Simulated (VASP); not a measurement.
Runs of VASP 6.6.1 on Ti3Si. The structure is that of space group Fm-3m (No. 225), or close to it. The cells are those of the table. 

```tsv
cell	gap on the mesh (eV)	pressure (GPa)
a = 4.417 Å, angles 60.0°, 4 atoms	none	(a)
a = 4.462 Å, angles 60.0°, 4 atoms	none	-10.2
a = 4.371 Å, angles 60.0°, 4 atoms	none	-2.5
a = 4.548 Å, angles 60.0°, 4 atoms	none	-15.8
a = 4.505 Å, angles 60.0°, 4 atoms	none	(b)
```

Alike in all rows: task single point; level LDA; potentials or basis VASP PAW LDA potentials, release 64 (Ti_sv, Si); no spin polarisation; k mesh 6 × 6 × 6; cutoff (eV) 520; smearing methfessel-paxton 0.1 eV.

Question: Fill in the values left out.

Answer: (a) -6.6; (b) -13.2.

A gap of «none» marks levels without a gap at the run's occupations.
